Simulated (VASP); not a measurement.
Crystal: Si3Ge.

```
CELL_PARAMETERS angstrom
3.91238 0.00000 0.00000
0.00000 3.91238 0.00000
0.00000 0.00000 5.53206
ATOMIC_POSITIONS crystal
Si 0.00000 0.50000 0.74413
Si 0.50000 0.00000 0.25587
Si 0.50000 0.50000 0.50000
Ge 0.00000 0.00000 0.00000
```

Base run:

```yaml
Program: VASP 6.6.1
Functional: r2SCAN
Potentials_or_basis: VASP PAW PBE potentials, release 64 (Si, Ge_d)
Cutoff: 550 eV
k_mesh: 10 × 10 × 6
Occupations: gaussian, width 0.02 eV
Spin: no spin polarisation
```

Its results: band gap on the k mesh 0.57 eV (least direct gap 0.89 eV); pressure -2.0 GPa.

Task: The run is repeated on the same cell with these changes: functional from r2SCAN to PBE; cutoff from 550 eV to 500 eV. What comes out?

Result: Band gap on the k mesh 0.38 eV (least direct gap 0.68 eV); pressure -0.1 GPa.

Caveats: the PAW data sets were made with another functional, which shifts forces and pressure a little (at least some runs).

A k mesh can miss the band edges.
